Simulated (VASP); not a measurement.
The system is LiReS2.

```xyz
4
Lattice="1.7669 1.0201 6.2177 -1.7669 1.0201 6.2177 0.0000 -2.0403 6.2177" Properties=species:S:1:pos:R:3 pbc="T T T"
Li    0.0000    0.0000    0.0000
Re    0.0000    0.0000    9.3265
S     0.0000    0.0000    4.1410
S     0.0000    0.0000   14.5121
```

```yaml
Program: VASP 6.6.1
Task: relaxation of cell and atoms
Functional: PBE
Potentials_or_basis: VASP PAW PBE potentials, release 64 (Li_sv, Re, S)
Cutoff: 600 eV
k_mesh: 6 × 6 × 6
Occupations: gaussian, width 0.1 eV
Spin: no spin polarisation
```

At the start: pressure 20.1 GPa; volume 16.81 Å³/atom.

Task: How do energy, volume and symmetry change on relaxing?

Result: Over 17 steps the energy falls by 295.1 meV/atom and the volume is 16.14 Å³/atom (-4.0 %); space group R-3m (No. 166, to 0.1 Å) before and after.

The path:
| step | energy change (eV) | largest force (eV/Å) | pressure (GPa) | volume (Å³) |
| --- | --- | --- | --- | --- |
| 1 | 0.0000 | 4.0480 | 20.11 | 67.24 |
| 2 | 0.3291 | 1.3338 | -16.69 | 89.83 |
| 3 | -0.8058 | 0.8220 | -3.89 | 76.08 |
| 4 | -0.8084 | 0.9382 | -3.10 | 75.62 |
| 5 | -0.8085 | 0.9827 | -2.79 | 75.45 |
| 6 | -0.9346 | 0.8334 | -2.11 | 73.02 |
| 7 | -1.1454 | 0.3689 | 1.19 | 66.04 |
| 8 | -1.1556 | 0.2998 | 2.50 | 64.12 |
| 9 | -1.1228 | 0.6154 | -4.67 | 66.13 |
| 10 | -1.1698 | 0.0421 | -0.22 | 64.82 |
| 11 | -1.1727 | 0.0635 | -0.04 | 64.63 |
| 12 | -1.1785 | 0.0577 | 0.46 | 64.04 |
| 13 | -1.1785 | 0.0434 | 0.58 | 63.90 |
| 14 | -1.1784 | 0.0898 | -0.32 | 64.31 |
| 15 | -1.1790 | 0.0680 | 0.15 | 64.09 |
| 16 | -1.1796 | 0.0479 | 0.12 | 64.22 |
| 17 | -1.1803 | 0.0032 | 0.02 | 64.56 |

Final structure:
```yaml
crystal:
  lattice:
    - [1.80928, 1.04459, 5.69359]
    - [-1.80928, 1.04459, 5.69359]
    - [0.00000, -2.08918, 5.69359]
  atoms:
    - { symbol: Li, position: [0.00000, 0.00000, 0.00000] }
    - { symbol: Re, position: [0.50000, 0.50000, 0.50000] }
    - { symbol: S, position: [0.23911, 0.23911, 0.23911] }
    - { symbol: S, position: [0.76089, 0.76089, 0.76089] }
```

Caveat: the cutoff is under 1.25 times the usual one of these potentials, so pressure, stress and relaxed cells hold a basis-set (Pulay) error.
